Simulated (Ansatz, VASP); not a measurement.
**Zn4HO4 in VASP and in Ansatz**

INCAR

```
ALGO     = Normal         # electronic algorithm
EDIFF    = 1E-7           # SCF threshold, eV
ENCUT    = 520            # plane-wave cutoff, eV
GGA      = PS             # functional
ISIF     = 2              # what is computed and relaxed
ISMEAR   = 0              # smearing method
LASPH    = T              # aspherical terms in the spheres
LCHARG   = F              # write CHGCAR
LREAL    = F              # projectors in reciprocal space
LWAVE    = F              # write WAVECAR
NBANDS   = 46             # bands
NELM     = 60             # most SCF steps
PREC     = Accurate       # precision mode
SIGMA    = 0.05           # smearing width, eV
```

Contents of KPOINTS:

```
k-points
0
Gamma
  4 4 8
```

The input POSCAR:

```
Zn4HO4
1.0
    5.5148137916      0.0000000000      0.0000000000
    0.0000000000      5.5148137916      0.0000000000
    0.0000000000      0.0000000000      3.2430062931
Zn O H
4 4 1
Direct
    0.1820657240      0.1820657240      0.5000000000
    0.8179342760      0.8179342760      0.5000000000
    0.6820657240      0.3179342760      0.0000000000
    0.3179342760      0.6820657240      0.0000000000
    0.8180023132      0.1819976868      0.5000000000
    0.1819976868      0.8180023132      0.5000000000
    0.6819976868      0.6819976868      0.0000000000
    0.3180023132      0.3180023132      0.0000000000
    1.0000405349     -0.1180023132      0.0000000000
```

Input for Ansatz:

```yaml
crystal:
  lattice:
    - [5.5148137916, 0.0, 0.0]
    - [0.0, 5.5148137916, 0.0]
    - [0.0, 0.0, 3.2430062931]
  atoms:
    - { symbol: Zn, position: [0.182065724, 0.182065724, 0.5] }
    - { symbol: Zn, position: [0.817934276, 0.817934276, 0.5] }
    - { symbol: Zn, position: [0.682065724, 0.317934276, 0.0] }
    - { symbol: Zn, position: [0.317934276, 0.682065724, 0.0] }
    - { symbol: O, position: [0.8180023132, 0.1819976868, 0.5] }
    - { symbol: O, position: [0.1819976868, 0.8180023132, 0.5] }
    - { symbol: O, position: [0.6819976868, 0.6819976868, 0.0] }
    - { symbol: O, position: [0.3180023132, 0.3180023132, 0.0] }
    - { symbol: H, position: [1.0000405349, -0.1180023132, 0.0] }
basis:
  ecutwfc: 420
kpoints:
  mp_grid: { grid: [4, 4, 8] }
hamiltonian:
  xc: pbesol
  pseudopotentials: { kind: paw, azcp: { folder: soft_1 } }
scf:
  occupations: { method: gaussian, width: 0.05 }
output:
  forces: true
  stress: true
  eigenvalues: true
  write_density: true
  write_potential: true
  elf: true
  volumetric_format: npy
```

Alike in both runs: task single point; functional PBEsol; k mesh 4 × 4 × 8; occupations gaussian, width 0.05 eV; no spin polarisation.

|  | VASP | Ansatz |
| --- | --- | --- |
| version | VASP 6.6.1 | Ansatz 0.2.0 |
| potentials or method | VASP PAW PBE potentials, release 64 (Zn, O, H), cutoff 520 eV | scalar-relativistic, plane waves, PAW |
| valence electrons in the cell | 73 | 73 |

Ansatz gave:

```
gap on the k mesh at the Fermi level (eV)                     : none
pressure (GPa)                                                : 4.2
traceless stress, the component that is largest in VASP (GPa) : 1.60
rms of the force components (eV/Å)                            : 0.191
```

Problem. What did VASP give for the same quantities?

Solution. gap on the k mesh at the Fermi level (eV): none; pressure (GPa): 5.1; traceless stress, the component that is largest in VASP (GPa): 1.77; rms of the force components (eV/Å): 0.195.

VASP's potentials were made for PBE, not for PBEsol, and Ansatz warns of the same on its side. Atom by atom the forces differ by 0.006 eV/Å (rms over components). A gap of «none» marks a metal or a gap that the smearing closes.
